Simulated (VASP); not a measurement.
**Ni: single point with LDA**

Ni:

```xyz
1
Lattice="0.0000 1.7673 1.7673 1.7673 0.0000 1.7673 1.7673 1.7673 0.0000" Properties=species:S:1:pos:R:3 pbc="T T T"
Ni    0.0000    0.0000    0.0000
```

```json
{
 "Program": "VASP 6.6.1",
 "Task": "single point",
 "Functional": "LDA",
 "Potentials or basis": "VASP PAW LDA potentials, release 64 (Ni)",
 "Cutoff": "520 eV",
 "k mesh": "15 × 15 × 15",
 "Occupations": "fermi-dirac, width 0.1 eV",
 "Spin": "collinear spin, ferromagnetic start",
 "Starting moments": "[1.64] μB",
 "Fixed moment": "1.64 μB"
}
```

```json
{
  "Pressure": "-4.1 GPa",
  "Net moment": "1.64 μB per cell",
  "Site moments": "Ni +1.56 μB",
  "Valence electrons inside the program's atomic spheres": "Ni 9.25"
}
```

Run time: 100 s on 1 thread of AMD EPYC 7R13 (shared host), peak memory 0.11 GiB.

Caveat: the cell stands under tension; the total moment is fixed, so each spin has its own Fermi level.
